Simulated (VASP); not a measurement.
# ZnO (Pm-3m) in VASP: notebook, part 2 of 2

VASP 6.6.1. The steps go on from the part before.

## Step 4: Single point, PBE

This run uses another cell than the first one, of 9.91 Å³/atom.

INCAR reads:

```
SYSTEM = ZnO
PREC = Accurate
ENCUT = 600
EDIFF = 1E-6
ISMEAR = -1
SIGMA = 0.05
LREAL = .False.
LASPH = .True.
NELM = 120
ALGO = Normal
ISIF = 2
LWAVE = .False.
LCHARG = .True.
GGA = PE
LELF = .True.
LVHAR = .True.
NBANDS = 16
GGA_COMPAT = .False.
```

KPOINTS reads:

```
Automatic mesh
0
Gamma
  10 10 10
  0 0 0
```

POSCAR reads:

```
ZnO
1.0
    2.7060132341      0.0000000000      0.0000000000
    0.0000000000      2.7060132341      0.0000000000
    0.0000000000      0.0000000000      2.7060132341
Zn O
1 1
Direct
    0.0000000000      0.0000000000      0.0000000000
    0.5000000000      0.5000000000      0.5000000000
```

Potentials or basis: VASP PAW PBE potentials, release 64 (Zn, O).

On the command line:

```console
$ cat potpaw_PBE.64/Zn/POTCAR potpaw_PBE.64/O/POTCAR > POTCAR
$ mpirun -np 1 vasp_std > vasp.out
```

OUTCAR:

```text
SYSTEM = ZnO
   PREC = Accurate
   ENCUT = 600
   EDIFF = 1E-6
   ISMEAR = -1
   LREAL = .False.
   LASPH = .True.
   NELM = 120
   ISIF = 2
   GGA = PE

 ion  position               nearest neighbor table
   1  0.000  0.000  0.000-   2 2.34   2 2.34   2 2.34   2 2.34   2 2.34   2 2.34   2 2.34   2 2.34

   2  0.500  0.500  0.500-   1 2.34   1 2.34   1 2.34   1 2.34   1 2.34   1 2.34   1 2.34   1 2.34

  LATTYP: Found a simple cubic cell.
 ALAT       =     2.7060132341

  Lattice vectors:

 A1 = (   2.7060132341,   0.0000000000,   0.0000000000)
 A2 = (   0.0000000000,   2.7060132341,   0.0000000000)
 A3 = (   0.0000000000,   0.0000000000,   2.7060132341)

Analysis of symmetry for initial positions (statically):
=====================================================================
 Subroutine PRICEL returns:
 Original cell was already a primitive cell.

 Routine SETGRP: Setting up the symmetry group for a
 simple cubic supercell.

 Subroutine GETGRP returns: Found 48 space group operations
 (whereof 48 operations were pure point group operations)
 out of a pool of 48 trial point group operations.

The static configuration has the point symmetry O_h .
[... 160 lines left out ...]

 E-fermi :   3.1089     XC(G=0): -12.3879

 val. band max:        2.9373155755   @ k =   0.5000   0.0000   0.0000
 cond. band min:       3.2873605242   @ k =   0.1000   0.0000   0.0000
 fundamental gap:      0.3500449487
 Fermi energy:         3.1089400037

 k-point     1 :       0.0000    0.0000    0.0000
  band No.  band energies     occupation
      1     -15.3647      2.00000
      2      -3.4566      2.00000
      3      -3.4566      2.00000
      4      -2.4101      2.00000
      5      -2.4101      2.00000
      6      -2.4101      2.00000
[... 433 lines left out ...]
      3      -3.3150      2.00000
      4      -2.8529      2.00000
      5      -2.7612      2.00000
      6      -2.4661      2.00000
[... 8 lines left out ...]
     15      26.4990      0.00000
     16      26.6427      0.00000

 [... further k-points ...]

------------------------ aborting loop because EDIFF is reached ----------------------------------------

  FORCE on cell =-STRESS in cart. coord.  units (eV):
  Direction    XX          YY          ZZ          XY          YZ          ZX
  --------------------------------------------------------------------------------------
  -------------------------------------------------------------------------------------
  Total       -0.3347296     -0.3347296     -0.3347296      0.0000000      0.0000000      0.0000000
  in kB      -27.0654326    -27.0654326    -27.0654326      0.0000000      0.0000000      0.0000000
  external PRESSURE =     -27.0654326 kB  Pullay stress =       0.0000000 kB

 VOLUME and BASIS-vectors are now :
 -----------------------------------------------------------------------------
  energy-cutoff  :      600.00
  volume of cell :       19.81
      direct lattice vectors                 reciprocal lattice vectors
     2.706013234  0.000000000  0.000000000     0.369547343  0.000000000  0.000000000
     0.000000000  2.706013234  0.000000000     0.000000000  0.369547343  0.000000000
     0.000000000  0.000000000  2.706013234     0.000000000  0.000000000  0.369547343

 POSITION                                       TOTAL-FORCE (eV/Angst)
 -----------------------------------------------------------------------------------
      0.00000      0.00000      0.00000         0.000000      0.000000      0.000000
      1.35301      1.35301      1.35301         0.000000      0.000000      0.000000
 -----------------------------------------------------------------------------------
    total drift:                                0.000000      0.000000     -0.000000

  FREE ENERGIE OF THE ION-ELECTRON SYSTEM (eV)
  ---------------------------------------------------
  free  energy   TOTEN  =        -7.4925719991 eV

  energy  without entropy=       -7.4918428923  energy(sigma->0) =       -7.49220745
```

OSZICAR:

```text
N       E                     dE             d eps       ncg     rms          rms(c)
DAV:   1     0.977020225580E+02    0.97702E+02   -0.10409E+04  1848   0.189E+03
DAV:   2    -0.429074441482E+01   -0.10199E+03   -0.92224E+02  2032   0.316E+02
DAV:   3    -0.925258576319E+01   -0.49618E+01   -0.49437E+01  1976   0.677E+01
DAV:   4    -0.927601814883E+01   -0.23432E-01   -0.23430E-01  2152   0.463E+00
DAV:   5    -0.927608916146E+01   -0.71013E-04   -0.71012E-04  2008   0.240E-01    0.824E+00
DAV:   6    -0.756530991770E+01    0.17108E+01   -0.31780E+00  2400   0.646E+01    0.566E+00
DAV:   7    -0.752544112353E+01    0.39869E-01   -0.59641E-01  1872   0.121E+01    0.286E+00
DAV:   8    -0.749541469745E+01    0.30026E-01   -0.94178E-02  1832   0.277E+00    0.532E-01
DAV:   9    -0.749253559683E+01    0.28791E-02   -0.41451E-03  2488   0.113E+00    0.110E-01
DAV:  10    -0.749255667841E+01   -0.21082E-04   -0.80974E-04  1840   0.237E-01    0.586E-02
DAV:  11    -0.749257365952E+01   -0.16981E-04   -0.26611E-05  2040   0.532E-02    0.719E-03
DAV:  12    -0.749257214176E+01    0.15178E-05   -0.16503E-06  1584   0.173E-02    0.190E-03
DAV:  13    -0.749257199907E+01    0.14269E-06   -0.34677E-07  1056   0.624E-03
   1 F= -.74925720E+01 E0= -.74922074E+01  d E =-.729107E-03
```

Run time: 14 s. Hardware: 1 thread of AMD EPYC 7R13 (Zen 3), shared host; peak memory 0.12 GiB.

What came out:

```
Free energy            : -7.4926 eV
Pressure               : -2.7 GPa
Band gap on the k mesh : zero (bands 9 and 10 overlap by 0.95 eV)
```

Levels at points of the mesh, in eV from the Fermi level:
| k point | band 5 | band 6 | band 7 | band 8 | band 9 | band 10 | band 11 | band 12 | band 13 | band 14 |
| --- | --- | --- | --- | --- | --- | --- | --- | --- | --- | --- |
| (0.00, 0.00, 0.00) | -5.52 | -5.52 | -1.31 | -1.31 | -1.31 | -1.12 | 13.86 | 13.86 | 16.92 | 16.92 |
| (0.50, 0.00, 0.00) | -6.08 | -5.49 | -4.67 | -0.17 | -0.17 | 4.79 | 6.13 | 15.27 | 15.27 | 17.01 |
| (0.50, 0.50, 0.00) | -5.73 | -5.28 | -4.86 | -4.86 | -0.30 | 2.36 | 9.72 | 9.72 | 15.37 | 20.44 |
| (0.50, 0.50, 0.50) | -5.26 | -5.26 | -1.56 | -1.56 | -1.56 | 5.32 | 5.32 | 5.32 | 8.88 | 20.23 |

## Step 5: The runs side by side

| cell | gap on the mesh (eV) | pressure (GPa) |
| --- | --- | --- |
| a = 2.652 Å, 2 atoms | none | 7.7 |
| a = 2.670 Å, 2 atoms | none | 3.8 |
| a = 2.706 Å, 2 atoms | none | -2.7 |

Alike in all rows: task single point; level PBE; potentials or basis VASP PAW PBE potentials, release 64 (Zn, O); no spin polarisation; k mesh 10 × 10 × 10; cutoff (eV) 600; smearing fermi-dirac 0.05 eV.

Caveats: the cell stands under pressure (at least some runs); semilocal functionals underestimate gaps, so a narrow gap can read as zero (at least some runs).

Total energies depend on the potentials used, so only differences within one code and one set of settings carry meaning.
